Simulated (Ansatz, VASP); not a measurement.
## CdSe: VASP beside Ansatz

```
Cd Se
1.0
     0.00000    2.89299    2.89299
     2.89299    0.00000    2.89299
     2.89299    2.89299    0.00000
Cd Se
1 1
Direct
  0.00000 0.00000 0.00000
  0.50000 0.50000 0.50000
```

Change from the starting cell: volume scaled by 1.02.

Alike in both runs: task single point; functional PBEsol; k mesh 11 × 11 × 11; occupations fermi-dirac, width 0.05 eV; no spin polarisation.

|  | VASP | Ansatz |
| --- | --- | --- |
| version | VASP 6.6.1 | Ansatz 0.2.0 |
| potentials or method | VASP PAW PBE potentials, release 64 (Cd, Se), cutoff 520 eV | all-electron LAPW, scalar-relativistic |

```tsv
	VASP	Ansatz	Ansatz less VASP
pressure (GPa)	-4.5	-4.8	-0.31
```

VASP's potentials were made for PBE, not for PBEsol. Ansatz ran all-electron here, and VASP with PAW potentials.
